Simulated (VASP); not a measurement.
A run of VASP 6.6.1 is set up as follows.

The input INCAR:

```
PREC = Accurate ; ENCUT = 520
EDIFF = 1E-6 ; ISMEAR = 0
SIGMA = 0.03 ; LREAL = F
LASPH = T ; NELM = 100
ALGO = Normal ; ISIF = 2
LWAVE = F ; LCHARG = T
LDIPOL = T ; IDIPOL = 3
DIPOL = 0.5 0.5 0.289 ; GGA = PE
IVDW = 12 ; LELF = T
LVHAR = T ; LVACPOTAV = T
NBANDS = 56
```

The input KPOINTS:

```
regular mesh
0
Gamma
  12 12 1
```

POSCAR

```
PtSe2
1.0
    3.7535057520      0.0000000000      0.0000000000
   -1.8767528760      3.2506313345      0.0000000000
    0.0000000000      0.0000000000     59.3320000012
Pt Se
4 8
Direct
    0.0000000000      0.0000000000      0.1653244671
    0.0000000000      0.0000000000      0.2475878009
    0.0000000000      0.0000000000      0.3296386536
    0.0000000000      0.0000000000      0.4119019874
    0.3333333333      0.6666666667      0.1868680686
    0.6666666667      0.3333333333      0.1432206522
    0.3333333333      0.6666666667      0.2693198141
    0.6666666667      0.3333333333      0.2258532469
    0.3333333333      0.6666666667      0.3513732076
    0.6666666667      0.3333333333      0.3079066404
    0.3333333333      0.6666666667      0.4340058023
    0.6666666667      0.3333333333      0.3903583859
```

Potentials or basis: VASP PAW PBE potentials, release 64 (Pt, Se).

The run is started by

```console
$ cat potpaw_PBE.64/Pt/POTCAR potpaw_PBE.64/Se/POTCAR > POTCAR
$ mpirun -np 1 vasp_std > vasp.out
```

(1) Predict the band gap on the k mesh.

(2) What does it give for the dispersion energy per atom?

Results:

(1) zero (band 44 reaches -0.66 eV, above the bottom of band 45 at -0.90 eV).

(2) -0.436 eV.

Caveat: spin-orbit coupling is left out, which moves the levels of the heavy elements.
